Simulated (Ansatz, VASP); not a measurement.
**One calculation of Sr, two programs**

```
Sr
1.0
     0.00000    2.89023    3.11841
     2.89023    0.00000    3.11841
     2.89023    2.89023    0.00000
Sr
1
Direct
  0.00000 0.00000 0.00000
```

Change from the starting cell: strain -0.050 along x and y, +0.025 along z, atoms carried along.

Alike in both runs: task single point; functional PBE; k mesh 14 × 14 × 14; occupations gaussian, width 0.15 eV; no spin polarisation.

|  | VASP | Ansatz |
| --- | --- | --- |
| version | VASP 6.6.1 | Ansatz 0.2.0 |
| potentials or method | VASP PAW PBE potentials, release 64 (Sr_sv), cutoff 520 eV | scalar-relativistic, plane waves, PAW |
| valence electrons in the cell | 10 | 10 |

```csv
,VASP,Ansatz,Ansatz less VASP
gap on the k mesh at the Fermi level (eV),none,none,-
pressure (GPa),0.7,0.6,-0.01
"traceless stress, the component that is largest in VASP (GPa)",-0.38,-0.38,-0.001
```

A gap of «none» marks a metal or a gap that the smearing closes. The functional is the same, so the differences come from potentials, cutoffs and numerics.
